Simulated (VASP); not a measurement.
Here is a VASP 6.6.1 calculation.

Contents of INCAR:

```
ALGO = Normal ; EDIFF = 1E-6
ENCUT = 520 ; GGA = PS
ISIF = 2 ; ISMEAR = 0
LASPH = True ; LCHARG = True
LELF = True ; LREAL = False
LVHAR = True ; LWAVE = False
NBANDS = 12 ; NELM = 60
PREC = Accurate ; SIGMA = 0.15
```

File KPOINTS:

```
k-points
0
Gamma
  18 18 18
```

POSCAR

```
Sc
1.0
    0.0000000000      2.3272625000      2.3272625000
    2.3272625000      0.0000000000      2.3272625000
    2.3272625000      2.3272625000      0.0000000000
Sc
1
Direct
    0.0000000000      0.0000000000      0.0000000000
```

Potentials or basis: VASP PAW PBE potentials, release 64 (Sc_sv).

Launch:

```sh
$ cat potpaw_PBE.64/Sc_sv/POTCAR > POTCAR
$ mpirun -np 1 vasp_std > vasp.out
```

(1) What does it give for the pressure?

Results:

(1) -3.2 GPa.

Caveat: the cell differs from its parent crystal (strain +0.025 along x and y, +0.025 along z); the PAW data sets were made with another functional, which shifts forces and pressure a little.
